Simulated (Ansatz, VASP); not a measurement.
NaCl: VASP beside Ansatz

```
Na Cl
1.0
    -2.21070    2.21070    3.12871
     2.21070   -2.21070    3.12871
     2.21070    2.21070   -3.12871
Na Cl
1 1
Direct
  0.00000 0.00000 0.00000
  0.25000 0.75000 0.50000
```

Alike in both runs: functional PBE; k mesh 8 × 8 × 8; no spin polarisation.

Ansatz relaxed the structure, and its values are those at the end. VASP's run is a single point on that final structure, the one shown.

```csv
,VASP,Ansatz
version,VASP 6.6.1,Ansatz 0.2.0
potentials or method,"VASP PAW PBE potentials, release 64 (Na_pv, Cl), cutoff 520 eV","scalar-relativistic, plane waves, PAW"
occupations,"gaussian, width 0.01 eV",fixed
valence electrons in the cell,14,16
```

|  | VASP | Ansatz | Ansatz less VASP |
| --- | --- | --- | --- |
| gap on the k mesh at the Fermi level (eV) | 4.85 | 4.85 | +0.001 |
| least direct gap on the mesh (eV) | 4.85 | 4.85 | +0.001 |
| pressure (GPa) | 0.0 | 0.0 | +0.01 |

VASP's potentials hold 14 valence electrons a cell and Ansatz's 16, so a difference there can come from the potentials and not from the codes.
